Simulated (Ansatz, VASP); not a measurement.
# One calculation of CdI2, two programs

The input INCAR:

```
SYSTEM = CdI2
ALGO     = Normal         ! electronic algorithm
EDIFF    = 1E-6           ! SCF threshold, eV
ENCUT    = 500            ! plane-wave cutoff, eV
GGA      = PE             ! functional
GGA_COMPAT= .False.      
ISIF     = 2              ! what is computed and relaxed
ISMEAR   = -1             ! smearing method
LASPH    = .True.         ! aspherical terms in the spheres
LCHARG   = .True.         ! write CHGCAR
LELF     = .True.         ! ELF
LREAL    = .False.        ! projectors in reciprocal space
LVHAR    = .True.       
LWAVE    = .False.        ! write WAVECAR
NBANDS   = 20             ! bands
NELM     = 120            ! most SCF steps
PREC     = Accurate       ! precision mode
SIGMA    = 0.02           ! smearing width, eV
```

The input KPOINTS:

```
k-points
0
Gamma
  12 12 4
  0 0 0
```

The input POSCAR:

```
CdI2
1.0
    4.1195984652      0.0000000000      0.0000000000
   -2.0597992326      3.5676769243      0.0000000000
    0.0000000000      0.0000000000      7.0523933773
Cd I
1 2
Direct
    0.0000000000      0.0000000000      0.0000000000
    0.3333333333      0.6666666667      0.2518616018
    0.6666666667      0.3333333333      0.7481383982
```

Input for Ansatz:

```yaml
crystal:
  lattice:
    - [4.1195984652, 0.0, 0.0]
    - [-2.0597992326, 3.5676769243, 0.0]
    - [0.0, 0.0, 7.0523933773]
  atoms:
    - { symbol: Cd, position: [0.0, 0.0, 0.0] }
    - { symbol: I, position: [0.3333333333, 0.6666666667, 0.2518616018] }
    - { symbol: I, position: [0.6666666667, 0.3333333333, 0.7481383982] }
kpoints:
  mp_grid: { grid: [12, 12, 4] }
  band_path:
    path:
      - [0.0, 0.0, 0.0]
      - [0.5, 0.0, 0.0]
      - [0.3333333333, 0.3333333333, 0.0]
      - [0.0, 0.0, 0.5]
      - [0.5, 0.0, 0.5]
      - [0.3333333333, 0.3333333333, 0.5]
      - [0.0, 0.5, 0.5]
    npoints: 1
hamiltonian:
  xc: pbe
scf:
  occupations: { method: fermi_dirac, width: 0.02 }
  n_extra_bands: 4
output:
  forces: true
  stress: true
  eigenvalues: true
```

Change from the starting cell: epitaxial_xy strain -3.0%.

Alike in both runs: task single point; functional PBE; k mesh 12 × 12 × 4; occupations fermi-dirac, width 0.02 eV; no spin polarisation.

|  | VASP | Ansatz |
| --- | --- | --- |
| version | VASP 6.6.1 | Ansatz 0.2.0 |
| potentials or method | VASP PAW PBE potentials, release 64 (Cd, I) | plane waves, PAW |
| plane-wave cutoff (eV) | 500 | 420 |
| valence electrons in the cell | 26 | 54 |

|  | VASP | Ansatz | Ansatz less VASP |
| --- | --- | --- | --- |
| gap on the k mesh at the Fermi level (eV) | 2.14 | 2.14 | +0.006 |
| pressure (GPa) | 3.0 | 2.8 | -0.14 |
| traceless stress, the component that is largest in VASP (GPa) | -1.17 | -1.17 | -0.002 |
| rms of the force components (eV/Å) | 0.048 | 0.036 | -0.0114 |

Atom by atom the forces differ by 0.011 eV/Å (rms over components). VASP's potentials hold 26 valence electrons a cell and Ansatz's 54, so a difference there can come from the potentials and not from the codes.

Spin-orbit coupling is off throughout.
